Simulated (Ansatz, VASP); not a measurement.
**One calculation of TiCo2, two programs**

```xyz
6
Lattice="0.0000 3.2435 3.2435 3.2435 0.0000 3.2435 3.2435 3.2435 0.0000" Properties=species:S:1:pos:R:3 pbc="T T T"
Ti    3.2435    3.2435    3.2435
Ti    4.8653    4.8653    4.8653
Co    0.8109    0.8109    0.8109
Co    0.8109    2.4326    2.4326
Co    2.4326    2.4326    0.8109
Co    2.4326    0.8109    2.4326
```

Alike in both runs: functional LDA; k mesh 10 × 10 × 10; occupations gaussian, width 0.1 eV; collinear spin.

Ansatz relaxed the structure, and its values are those at the end. VASP's run is a single point on that final structure, the one shown.

|  | VASP | Ansatz |
| --- | --- | --- |
| version | VASP 6.6.1 | Ansatz 0.2.0 |
| potentials or method | VASP PAW LDA potentials, release 64 (Ti_sv, Co), cutoff 520 eV | scalar-relativistic, plane waves, PAW |
| valence electrons in the cell | 60 | 92 |

VASP gave:

```
gap on the k mesh at the Fermi level (eV) : none
pressure (GPa)                            : -0.5
net moment per atom (μB)                  : 0.00
```

Task: Estimate Ansatz's values.

Result: gap on the k mesh at the Fermi level (eV): none; pressure (GPa): 0.0; net moment per atom (μB): 0.00.

LDA's correlation is that of Perdew and Zunger in VASP and of Perdew and Wang (1992) in Ansatz. A gap of «none» marks a metal or a gap that the smearing closes. VASP's potentials hold 60 valence electrons a cell and Ansatz's 92, so a difference there can come from the potentials and not from the codes. Ansatz's warnings: seeded moment not kept.
